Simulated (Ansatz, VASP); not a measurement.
# Al in VASP and in Ansatz

```
Al
1.0
     2.02398   -2.02398    0.00000
     2.02398    0.00000   -2.02398
    10.69400   10.69400   10.69400
Al
6
Direct
  0.66667 0.66667 0.06308
  0.00000 0.00000 0.69395
  0.33333 0.33333 0.18925
  0.66667 0.66667 0.44160
  0.00000 0.00000 0.31543
  0.33333 0.33333 0.56778
```

Alike in both runs: task single point; functional LDA; k mesh 19 × 19 × 4; occupations gaussian, width 0.15 eV; no spin polarisation.

```csv
,VASP,Ansatz
version,VASP 6.6.1,Ansatz 0.2.0
potentials or method,"VASP PAW LDA potentials, release 64 (Al), cutoff 520 eV","scalar-relativistic, plane waves, PAW"
valence electrons in the cell,18,18
```

|  | VASP | Ansatz | Ansatz less VASP |
| --- | --- | --- | --- |
| gap on the k mesh at the Fermi level (eV) | none | none | - |
| rms of the force components (eV/Å) | 0.037 | 0.038 | +0.0007 |

LDA's correlation is that of Perdew and Zunger in VASP and of Perdew and Wang (1992) in Ansatz. Atom by atom the forces differ by 0.001 eV/Å (rms over components). A gap of «none» marks a metal or a gap that the smearing closes.
